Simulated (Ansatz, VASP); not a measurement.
SnTe: VASP beside Ansatz

```xyz
2
Lattice="0.0000 3.5840 3.5840 3.5840 0.0000 3.5840 3.5840 3.5840 0.0000" Properties=species:S:1:pos:R:3 pbc="T T T"
Sn    0.0000    0.0000    0.0000
Te    1.7920    1.7920    1.7920
```

Alike in both runs: task single point; functional r2SCAN; k mesh 4 × 4 × 4; occupations fermi-dirac, width 0.02 eV; collinear spin.

|  | VASP | Ansatz |
| --- | --- | --- |
| version | VASP 6.6.1 | Ansatz 0.2.0 |
| potentials or method | VASP PAW PBE potentials, release 64 (Sn_d, Te) | plane waves |
| plane-wave cutoff (eV) | 520 | 500 |
| valence electrons in the cell | 20 | 30 |

```tsv
	VASP	Ansatz	Ansatz less VASP
pressure (GPa)	-0.2	-0.2	+0.01
net moment per atom (μB)	0.00	0.00	0.000
```

VASP's potentials were made for PBE, not for r2SCAN. VASP's potentials hold 20 valence electrons a cell and Ansatz's 30, so a difference there can come from the potentials and not from the codes. Ansatz's warnings: moment headroom below auto, seeded moment not kept, stability check not made.

Neither program's run includes spin-orbit coupling.
